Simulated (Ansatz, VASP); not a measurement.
**VMoS4: VASP beside Ansatz**

File INCAR:

```
SYSTEM = VMoS4
PREC = Accurate ; ENCUT = 520
EDIFF = 1E-6 ; ISMEAR = 0
SIGMA = 0.1 ; LREAL = .FALSE.
LASPH = .TRUE. ; NELM = 150
ALGO = Normal ; ISIF = 2
LWAVE = .FALSE. ; LCHARG = .TRUE.
ISPIN = 2 ; MAGMOM = 2 1 0 0 0 0
LORBIT = 11 ; LMAXMIX = 4
GGA = PE ; LELF = .TRUE.
LVHAR = .TRUE. ; NBANDS = 38
```

File KPOINTS:

```
Automatic mesh
0
G
  4 4 4
  0 0 0
```

The input POSCAR:

```
VMoS4
1.0
    0.0000000000      3.9060868500      3.9060868500
    3.9060868500      0.0000000000      3.9060868500
    3.9060868500      3.9060868500      0.0000000000
V Mo S
1 1 4
Direct
    0.2500000000      0.2500000000      0.2500000000
    0.0000000000      0.0000000000      0.0000000000
    0.1239169200      0.6253610300      0.6253610300
    0.6253610300      0.1239169200      0.6253610300
    0.6253610300      0.6253610300      0.1239169200
    0.6253610300      0.6253610300      0.6253610300
```

Input for Ansatz:

```yaml
crystal:
  lattice:
    - [0.0, 3.90608685, 3.90608685]
    - [3.90608685, 0.0, 3.90608685]
    - [3.90608685, 3.90608685, 0.0]
  atoms:
    - { symbol: V, position: [0.25, 0.25, 0.25], spin: 2.0 }
    - { symbol: Mo, position: [0.0, 0.0, 0.0], spin: 1.0 }
    - { symbol: S, position: [0.12391692, 0.62536103, 0.62536103] }
    - { symbol: S, position: [0.62536103, 0.12391692, 0.62536103] }
    - { symbol: S, position: [0.62536103, 0.62536103, 0.12391692] }
    - { symbol: S, position: [0.62536103, 0.62536103, 0.62536103] }
basis:
  ecutwfc: 420
kpoints:
  mp_grid: { grid: [4, 4, 4] }
hamiltonian:
  xc: pbe
scf:
  occupations: { method: gaussian, width: 0.1 }
  lower_state_search: "off"
output:
  forces: true
  stress: true
  eigenvalues: true
  populations: true
magnetization:
  spin_polarized: true
```

Change from the starting cell: species swapped into the TmInCo4 type (F-43m, No. 216).

Alike in both runs: task single point; functional PBE; k mesh 4 × 4 × 4; occupations gaussian, width 0.1 eV; collinear spin.

|  | VASP | Ansatz |
| --- | --- | --- |
| version | VASP 6.6.1 | Ansatz 0.2.0 |
| potentials or method | VASP PAW PBE potentials, release 64 (V_sv, Mo_sv, S), cutoff 520 eV | scalar-relativistic, plane waves, PAW |
| valence electrons in the cell | 51 | 51 |

|  | VASP | Ansatz | Ansatz less VASP |
| --- | --- | --- | --- |
| gap on the k mesh at the Fermi level (eV) | none | none | - |
| pressure (GPa) | -15.6 | -8.6 | +7.04 |
| rms of the force components (eV/Å) | 0.015 | 0.012 | -0.0031 |
| net moment per atom (μB) | 0.00 | 0.05 | +0.049 |
| size of the moment on the site where the two differ most (μB) | 0.01 | 3.04 | +3.027 |

Site moments also hang on the region over which each program counts them. Atom by atom the forces differ by 0.003 eV/Å (rms over components). A gap of «none» marks a metal or a gap that the smearing closes. Ansatz's warnings: seeded moment not kept.
